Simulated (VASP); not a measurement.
# TaTc3 (Pm-3m) in VASP: relaxation of cell and atoms with LDA

Aim: the relaxation of cell and atoms of TaTc3 with LDA.

Everything below comes from runs of VASP 6.6.1. Logs are shortened: lines on timing, memory, paths and dates and some standing lists are left out, and cuts for length are marked.

### Step 1. The cell of the first run

The structure is cubic, space group Pm-3m (No. 221). Conventional cell: a = 3.928 Å, b = 3.928 Å, c = 3.928 Å, α = 90.00°, β = 90.00°, γ = 90.00°. Within 3.7 Å of Tc (site symmetry 4/mmm) lie 8 Tc at 2.78 Å and 4 Ta at 2.78 Å. Within 3.7 Å of Ta (site symmetry m-3m) lie 12 Tc at 2.78 Å.

### Step 2. Relaxation of cell and atoms, LDA

The input, INCAR:

```
  PREC = Accurate
  ENCUT = 600
  EDIFF = 1E-6
  ISMEAR = -1
  SIGMA = 0.1
  LREAL = F
  LASPH = T
  NELM = 60
  ALGO = Normal
  ISIF = 3
  LWAVE = F
  LCHARG = F
  IBRION = 2
  NSW = 50
  EDIFFG = -0.01
```

The input, KPOINTS:

```
Automatic mesh
0
Gamma
  6 6 6
```

The input, POSCAR:

```
TaTc3
1.0
    3.9275000000      0.0000000000      0.0000000000
    0.0000000000      3.9275000000      0.0000000000
    0.0000000000      0.0000000000      3.9275000000
Tc Ta
3 1
Direct
    0.0000000000      0.0000000000      0.0000000000
    0.0000000000      0.5000000000      0.5000000000
    0.5000000000      0.0000000000      0.5000000000
    0.5000000000      0.5000000000      0.0000000000
```

Potentials or basis: VASP PAW LDA potentials, release 64 (Tc_pv, Ta_pv).

Run with:

```
cat potpaw_LDA.64/Tc_pv/POTCAR potpaw_LDA.64/Ta_pv/POTCAR > POTCAR
mpirun -np 1 vasp_std > vasp.out
```

OUTCAR:

```text
PREC = Accurate
   ENCUT = 600
   EDIFF = 1E-6
   ISMEAR = -1
   LREAL = F
   LASPH = T
   NELM = 60
   ISIF = 3
   IBRION = 2
   NSW = 50
   EDIFFG = -0.01

 ion  position               nearest neighbor table
   1  0.000  0.000  0.000-   2 2.78   3 2.78   4 2.78   2 2.78   3 2.78   2 2.78   4 2.78   2 2.78
                             3 2.78   4 2.78   3 2.78   4 2.78
   2  0.000  0.500  0.500-   1 2.78   3 2.78   4 2.78   1 2.78   4 2.78   1 2.78   3 2.78   1 2.78
                             3 2.78   4 2.78   4 2.78   3 2.78
   3  0.500  0.000  0.500-   1 2.78   2 2.78   4 2.78   1 2.78   4 2.78   2 2.78   4 2.78   4 2.78
                             1 2.78   2 2.78   1 2.78   2 2.78
   4  0.500  0.500  0.000-   1 2.78   2 2.78   3 2.78   2 2.78   3 2.78   1 2.78   3 2.78   3 2.78
                             1 2.78   2 2.78   2 2.78   1 2.78

  LATTYP: Found a simple cubic cell.
 ALAT       =     3.9275000000

  Lattice vectors:

 A1 = (   3.9275000000,   0.0000000000,   0.0000000000)
 A2 = (   0.0000000000,   3.9275000000,   0.0000000000)
 A3 = (   0.0000000000,   0.0000000000,   3.9275000000)

Analysis of symmetry for initial positions (statically):
=====================================================================
 Subroutine PRICEL returns:
 Original cell was already a primitive cell.

 Routine SETGRP: Setting up the symmetry group for a
 simple cubic supercell.

 Subroutine GETGRP returns: Found 48 space group operations
 (whereof 16 operations were pure point group operations)
 out of a pool of 48 trial point group operations.

The static configuration has the point symmetry D_4h.
 The point group associated with its full space group is O_h .

Analysis of symmetry for dynamics (positions and initial velocities):
=====================================================================
 Subroutine PRICEL returns:
 Original cell was already a primitive cell.

 Routine SETGRP: Setting up the symmetry group for a
 simple cubic supercell.

 Subroutine GETGRP returns: Found 48 space group operations
 (whereof 16 operations were pure point group operations)
 out of a pool of 48 trial point group operations.

The dynamic configuration has the point symmetry D_4h.
 The point group associated with its full space group is O_h .

 Subroutine INISYM returns: Found 48 space group operations
 (whereof 16 operations are pure point group operations),
 and found     1 'primitive' translations

[... 80 lines left out ...]
   ions per type =               3   1
   NGX,Y,Z   is equivalent  to a cutoff of  13.55, 13.55, 13.55 a.u.
   NGXF,Y,Z  is equivalent  to a cutoff of  27.09, 27.09, 27.09 a.u.
 SYSTEM =  unknown system
   PREC   = accura    normal or accurate (medium, high low for compatibility)
   ISTART =      0    job   : 0-new  1-cont  2-samecut
   ICHARG =      2    charge: 1-file 2-atom 10-const
   ISPIN  =      1    spin polarized calculation?
   LNONCOLLINEAR =      F non collinear calculations
   LSORBIT =      F    spin-orbit coupling
   LASPH  =      T    aspherical Exc in radial PAW
   ENCUT  =  600.0 eV  44.10 Ry    6.64 a.u.   7.84  7.84  7.84*2*pi/ulx,y,z
   NELM   =     60;   NELMIN=  2; NELMDL= -5     # of ELM steps
   EDIFF  = 0.1E-05   stopping-criterion for ELM
   LREAL  =      F    real-space projection
   EDIFFG = -.1E-01   stopping-criterion for IOM
   NSW    =     50    number of steps for IOM
   IBRION =      2    ionic relax: 0-MD 1-quasi-New 2-CG
   NFREE  =      1    steps in history (QN), initial steepest desc. (CG)
   ISIF   =      3    stress and relaxation
   ISYM   =      2    0-nonsym 1-usesym 2-fastsym
   POTIM  = 0.5000    time-step for ionic-motion
   TEBEG  =    0.0;   TEEND  =   0.0 temperature during run
   PSTRESS=    0.0 pullay stress
   NELECT =      50.0000    total number of electrons
   NUPDOWN=      -1.0000    fix difference up-down
   EMIN   =  10.00;   EMAX   =-10.00  energy-range for DOS
   EFERMI =   0.00;   METHOD = LEGACY
   ISMEAR =    -1;   SIGMA  =   0.10  broadening in eV -4-tet -1-fermi 0-gaus
   EFERMI_NEDOS =   21; number of points for ismear=-14 and -15
   IALGO  =     38    algorithm
   IMIX   =      4    mixing-type and parameters
     AMIX     =   0.40;   BMIX     =  1.00
     AMIX_MAG =   1.60;   BMIX_MAG =  1.00
  volume/ion in A,a.u.               =      15.15       102.21
  Fermi-wavevector in a.u.,A,eV,Ry     =   1.535614  2.901889 32.084026  2.358109
  Thomas-Fermi vector in A             =   2.642378
   LORBIT       =      0    0 simple, 1 ext, 2 COOP (PROOUT), +10 PAW based schemes
   GGA     = CA    functional components
   LHFCALC =     F    Hartree Fock is set to
   AEXX    =    0.0000 exact exchange contribution
   IVDW    =     0    specifies the selected vdW correction
   LEPSILON=     F    determine dielectric tensor
   LRPA    =     F    only Hartree local field effects (RPA)
 conjugate gradient relaxation of ions
 non-spin polarized calculation
  energy-cutoff  :      600.00
  volume of cell :       60.58
 maximum number of plane-waves:      2048
 NGX is ok and might be reduce to    32
   NGX = 15   NGY = 15   NGZ = 15

--------------------------------------- Ionic step        1  -------------------------------------------

 number of electron      49.9999996 magnetization

 Free energy of the ion-electron system (eV)
  ---------------------------------------------------
  ext. energy  EPLUGINS =         0.00000000
  ---------------------------------------------------
  free energy    TOTEN  =       -47.82714374 eV

  energy without entropy =      -47.68022342  energy(sigma->0) =      -47.75368358

------------------------ aborting loop because EDIFF is reached ----------------------------------------

  FORCE on cell =-STRESS in cart. coord.  units (eV):
  Direction    XX          YY          ZZ          XY          YZ          ZX
  --------------------------------------------------------------------------------------
  -------------------------------------------------------------------------------------
  Total       -3.1083848     -3.1083848     -3.1083848      0.0000000     -0.0000000      0.0000000
  in kB      -82.2047239    -82.2047239    -82.2047239      0.0000000     -0.0000000      0.0000000
  external PRESSURE =     -82.2047239 kB  Pullay stress =       0.0000000 kB
[... 101 lines left out ...]
--------------------------------------- Ionic step        4  -------------------------------------------

 number of electron      50.0000006 magnetization

 Free energy of the ion-electron system (eV)
  ---------------------------------------------------
  ext. energy  EPLUGINS =         0.00000000
  ---------------------------------------------------
  free energy    TOTEN  =       -47.87313487 eV

  energy without entropy =      -47.73308355  energy(sigma->0) =      -47.80310921

 E-fermi :  10.9850     XC(G=0): -13.8611

 val. band max:       10.9343129418   @ k =   0.3333   0.3333   0.0000
 cond. band min:      11.0018573194   @ k =   0.3333   0.3333   0.0000
 fundamental gap:      0.0675443775
 Fermi energy:        10.9850049727

 k-point     1 :       0.0000    0.0000    0.0000
  band No.  band energies     occupation
      1     -27.8761      2.00000
      2     -27.8761      2.00000
      3     -27.8761      2.00000
      4     -27.3271      2.00000
      5     -27.3271      2.00000
      6     -27.3271      2.00000
[... 680 lines left out ...]
  FREE ENERGIE OF THE ION-ELECTRON SYSTEM (eV)
  ---------------------------------------------------
  free  energy   TOTEN  =       -47.8731348695 eV

  energy  without entropy=      -47.7330835544  energy(sigma->0) =      -47.80310921

 reached required accuracy - stopping structural energy minimisation
```

CONTCAR:

```text
TaTc3
   1.00000000000000
     3.8894729422101100    0.0000000000000000    0.0000000000000000
     0.0000000000000000    3.8894729422101100    0.0000000000000000
    -0.0000000000000000   -0.0000000000000000    3.8894729422101100
  Tc              Ta
     3     1
Direct
     0.0000000000000000    0.0000000000000000    0.0000000000000000
     0.0000000000000000    0.5000000000000000    0.5000000000000000
     0.5000000000000000    0.0000000000000000    0.5000000000000000
     0.5000000000000000    0.5000000000000000    0.0000000000000000

  0.00000000E+00  0.00000000E+00  0.00000000E+00
  0.00000000E+00  0.00000000E+00  0.00000000E+00
  0.00000000E+00  0.00000000E+00  0.00000000E+00
  0.00000000E+00  0.00000000E+00  0.00000000E+00
```

Run time: 89 s. Hardware: 1 thread of Intel Xeon Platinum 8375C at 2.90GHz (Ice Lake), shared host; peak memory 0.19 GiB.

What came out:

| Property | Result |
| --- | --- |
| Free energy | -47.8731 eV |
| Relaxed volume | 14.71 Å³/atom |
| Relaxed cell | a = 3.889 Å, b = 3.889 Å, c = 3.889 Å, α = 90.00°, β = 90.00°, γ = 90.00° |
| Space group after relaxing (to 0.05 Å) | Pm-3m (No. 221) |
| Energy gained by relaxing | 11.5 meV/atom |
| Ionic steps | 4 |
| Pressure after relaxing | 0.0 GPa |
| Band gap on the k mesh | zero (band 25 reaches 13.91 eV, above the bottom of band 26 at 10.37 eV) |

The path:
```tsv
step	energy change (eV)	largest force (eV/Å)	pressure (GPa)	volume (Å³)
1	0.0000	0.0000	-8.22	60.58
2	0.3804	0.0000	30.57	54.02
3	-0.0459	0.0000	-0.31	58.90
4	-0.0460	0.0000	-0.04	58.84
```

Final structure:
```
Tc Ta
1.0
     3.88947    0.00000    0.00000
     0.00000    3.88947    0.00000
     0.00000    0.00000    3.88947
Tc Ta
3 1
Cartesian
  0.0000 0.0000 0.0000
  0.0000 1.9447 1.9447
  1.9447 0.0000 1.9447
  1.9447 1.9447 0.0000
```

Levels at points of the mesh, in eV from the Fermi level:
```csv
k point,band 21,band 22,band 23,band 24,band 25,band 26,band 27,band 28
"(0.00, 0.00, 0.00)",-1.24,-1.24,1.36,1.36,2.93,3.57,3.57,3.57
"(0.50, 0.00, 0.00)",-2.18,-2.18,-0.60,-0.32,0.35,0.35,0.39,1.80
"(0.50, 0.50, 0.00)",-2.27,-2.27,-2.25,-1.63,-0.34,-0.30,-0.30,0.76
"(0.50, 0.50, 0.50)",-1.40,-1.40,-0.96,-0.96,1.30,1.59,1.59,1.59
```

Caveat: spin-orbit coupling is left out, which moves the levels of the heavy elements.
